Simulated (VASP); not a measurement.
# MgS in VASP: notebook, part 3 of 3

VASP 6.6.1. Earlier steps stand in the parts before.

**5. Single point, PBE (strain -0.040 along x and y, +0.000 along z)**

The input, INCAR:

```
PREC = Accurate ; ENCUT = 520
EDIFF = 1E-6 ; ISMEAR = 0
SIGMA = 0.05 ; LREAL = F
LASPH = T ; NELM = 80
ALGO = Normal ; ISIF = 2
LWAVE = F ; LCHARG = T
GGA = PE ; LELF = T
LVHAR = T ; NBANDS = 11
```

The input, KPOINTS:

```
regular mesh
0
Gamma
  8 8 8
```

The input, POSCAR:

```
MgS
1.0
    0.0000000000      2.4975840000      2.6016500000
    2.4975840000      0.0000000000      2.6016500000
    2.4975840000      2.4975840000      0.0000000000
Mg S
1 1
Direct
    0.0000000000      0.0000000000      0.0000000000
    0.5000000000      0.5000000000      0.5000000000
```

Potentials or basis: VASP PAW PBE potentials, release 64 (Mg, S).

On the command line:

```sh
$ cat potpaw_PBE.64/Mg/POTCAR potpaw_PBE.64/S/POTCAR > POTCAR
$ mpirun -np 1 vasp_std > vasp.out
```

OUTCAR:

```text
PREC = Accurate
   ENCUT = 520
   EDIFF = 1E-6
   ISMEAR = 0
   LREAL = F
   LASPH = T
   NELM = 80
   ISIF = 2
   GGA = PE

 ion  position               nearest neighbor table
   1  0.000  0.000  0.000-   2 2.50   2 2.50   2 2.50   2 2.50   2 2.60   2 2.60
   2  0.500  0.500  0.500-   1 2.50   1 2.50   1 2.50   1 2.50   1 2.60   1 2.60

  LATTYP: Found a body centered tetragonal cell.
 ALAT       =     3.5321171660
 C/A-ratio  =     1.4731391275

  Lattice vectors:

 A1 = (  -2.4975840000,   0.0000000000,   2.6016500000)
 A2 = (   2.4975840000,   0.0000000000,   2.6016500000)
 A3 = (   0.0000000000,   2.4975840000,  -2.6016500000)

Analysis of symmetry for initial positions (statically):
=====================================================================
 Subroutine PRICEL returns:
 Original cell was already a primitive cell.

 Routine SETGRP: Setting up the symmetry group for a
 body centered tetragonal supercell.

 Subroutine GETGRP returns: Found 16 space group operations
 (whereof 16 operations were pure point group operations)
 out of a pool of 16 trial point group operations.

The static configuration has the point symmetry D_4h.

Analysis of symmetry for dynamics (positions and initial velocities):
=====================================================================
 Subroutine PRICEL returns:
 Original cell was already a primitive cell.

 Routine SETGRP: Setting up the symmetry group for a
 body centered tetragonal supercell.

 Subroutine GETGRP returns: Found 16 space group operations
 (whereof 16 operations were pure point group operations)
 out of a pool of 16 trial point group operations.

The dynamic configuration has the point symmetry D_4h.

 Subroutine INISYM returns: Found 16 space group operations
 (whereof 16 operations are pure point group operations),
 and found     1 'primitive' translations

----------------------------------------------------------------------------------------

                                     Primitive cell

[... 117 lines left out ...]
   AEXX    =    0.0000 exact exchange contribution
   IVDW    =     0    specifies the selected vdW correction
   LEPSILON=     F    determine dielectric tensor
   LRPA    =     F    only Hartree local field effects (RPA)
 non-spin polarized calculation
 Gauss-broadening in eV      SIGMA  =   0.05
  energy-cutoff  :      520.00
  volume of cell :       32.46
 maximum number of plane-waves:       901
   NGX = 13   NGY = 13   NGZ = 13

 number of electron       8.0000001 magnetization

 Free energy of the ion-electron system (eV)
  ---------------------------------------------------
  ext. energy  EPLUGINS =         0.00000000
  ---------------------------------------------------
  free energy    TOTEN  =        -8.40824890 eV

  energy without entropy =       -8.40824890  energy(sigma->0) =       -8.40824890

 E-fermi :   4.7843     XC(G=0): -10.0274

 val. band max:        4.5879089545   @ k =   0.0000   0.0000   0.0000
 cond. band min:       7.3662335152   @ k =   0.5000   0.0000   0.5000
 fundamental gap:      2.7783245607
 Fermi energy:         4.7842702442

 k-point     1 :       0.0000    0.0000    0.0000
  band No.  band energies     occupation
      1      -8.6771      2.00000
      2       4.4297      2.00000
      3       4.4297      2.00000
      4       4.5879      2.00000
      5       8.8697      0.00000
      6      12.0854      0.00000
      7      12.5343      0.00000
      8      12.5343      0.00000
      9      14.6157      0.00000
     10      15.2127      0.00000
     11      17.2229      0.00000
[... 309 lines left out ...]
 k-point    24 :       0.3750    0.0000    0.1250
  band No.  band energies     occupation
      1      -7.5095      2.00000
      2       0.3817      2.00000
      3       3.4735      2.00000
      4       3.5513      2.00000
      5       9.8731      0.00000
      6      11.4217      0.00000
      7      12.5844      0.00000
      8      13.0784      0.00000
      9      16.4647      0.00000
     10      17.6474      0.00000
     11      17.9969      0.00000

 [... further k-points ...]

------------------------ aborting loop because EDIFF is reached ----------------------------------------

  FORCE on cell =-STRESS in cart. coord.  units (eV):
  Direction    XX          YY          ZZ          XY          YZ          ZX
  --------------------------------------------------------------------------------------
  -------------------------------------------------------------------------------------
  Total        2.1912632      2.1912632      0.9258657      0.0000000      0.0000000     -0.0000000
  in kB      108.1648239    108.1648239     45.7024527      0.0000000      0.0000000     -0.0000000
  external PRESSURE =      87.3440335 kB  Pullay stress =       0.0000000 kB

 VOLUME and BASIS-vectors are now :
 -----------------------------------------------------------------------------
  energy-cutoff  :      520.00
  volume of cell :       32.46
      direct lattice vectors                 reciprocal lattice vectors
     0.000000000  2.497584000  2.601650000    -0.200193467  0.200193467  0.192185728
     2.497584000  0.000000000  2.601650000     0.200193467 -0.200193467  0.192185728
     2.497584000  2.497584000  0.000000000     0.200193467  0.200193467 -0.192185728

 POSITION                                       TOTAL-FORCE (eV/Angst)
 -----------------------------------------------------------------------------------
      0.00000      0.00000      0.00000        -0.000000     -0.000000      0.000000
      2.49758      2.49758      2.60165         0.000000      0.000000      0.000000
 -----------------------------------------------------------------------------------
    total drift:                                0.000000      0.000000      0.000000

  FREE ENERGIE OF THE ION-ELECTRON SYSTEM (eV)
  ---------------------------------------------------
  free  energy   TOTEN  =        -8.4082488962 eV

  energy  without entropy=       -8.4082488962  energy(sigma->0) =       -8.40824890
```

OSZICAR:

```text
N       E                     dE             d eps       ncg     rms          rms(c)
DAV:   1     0.217754846130E+02    0.21775E+02   -0.37606E+03  1386   0.606E+02
DAV:   2    -0.752007763233E+01   -0.29296E+02   -0.27802E+02  1638   0.102E+02
DAV:   3    -0.878205413735E+01   -0.12620E+01   -0.12596E+01  1627   0.225E+01
DAV:   4    -0.878924290561E+01   -0.71888E-02   -0.71883E-02  1561   0.200E+00
DAV:   5    -0.878930299273E+01   -0.60087E-04   -0.60087E-04  1650   0.182E-01    0.482E+00
DAV:   6    -0.844822278471E+01    0.34108E+00   -0.68972E-01  1481   0.340E+00    0.380E+00
DAV:   7    -0.840797697206E+01    0.40246E-01   -0.21881E-01  1529   0.208E+00    0.244E+00
DAV:   8    -0.840844466535E+01   -0.46769E-03   -0.12714E-02  1424   0.689E-01    0.104E+00
DAV:   9    -0.840823642392E+01    0.20824E-03   -0.64792E-04  1508   0.154E-01    0.330E-01
DAV:  10    -0.840825134554E+01   -0.14922E-04   -0.15726E-04  1521   0.594E-02    0.335E-02
DAV:  11    -0.840824891340E+01    0.24321E-05   -0.16412E-05  1517   0.185E-02    0.134E-02
DAV:  12    -0.840824889617E+01    0.17229E-07   -0.59648E-07   958   0.497E-03
   1 F= -.84082489E+01 E0= -.84082489E+01  d E =-.110397E-10
```

Wall time 44 s (1 thread of AMD EPYC 7R13, shared host); peak memory 0.14 GiB.

Results:

```
Free energy            : -8.4082 eV
Pressure               : 8.7 GPa
Band gap on the k mesh : 2.78 eV, indirect (least direct gap 4.28 eV)
```

Levels at points of the mesh, in eV from the valence-band top:
```
           k point  band 1  band 2  band 3  band 4  band 5  band 6  band 7  band 8  band 9
(0.00, 0.00, 0.00)  -13.27   -0.16   -0.16    0.00    4.28    7.50    7.95    7.95   10.03
(0.50, 0.00, 0.00)  -11.74   -5.38   -0.87   -0.72    4.53    6.71    7.14   10.92   12.53
(0.50, 0.50, 0.00)  -11.43   -4.78   -1.84   -1.84    3.04    4.12   12.45   12.89   14.33
(0.50, 0.00, 0.50)  -11.24   -4.72   -2.22   -1.86    2.78    3.99   12.85   12.95   13.45
```

Caveat: the cell differs from its parent crystal (strain -0.040 along x and y, +0.000 along z). A k mesh can miss the band edges.

**6. Overview**

| cell | gap on the mesh (eV) | pressure (GPa) |
| --- | --- | --- |
| a = 3.826 Å, angles 60.0°, 2 atoms | 2.51 | -6.4 |
| a = 3.974 Å, angles 60.0°, 2 atoms | 2.14 | -10.5 |
| a = 3.459, b = 3.459, c = 3.385 Å, angles 60.7, 60.7, 58.6°, 2 atoms | 3.01 | 26.1 |
| a = 3.606, b = 3.606, c = 3.532 Å, angles 60.7, 60.7, 58.6°, 2 atoms | 2.78 | 8.7 |

Alike in all rows: task single point; level PBE; potentials or basis VASP PAW PBE potentials, release 64 (Mg, S); no spin polarisation; k mesh 8 × 8 × 8; cutoff (eV) 520; smearing gaussian 0.05 eV.

Absolute energies hang on the potentials; compare differences alone.
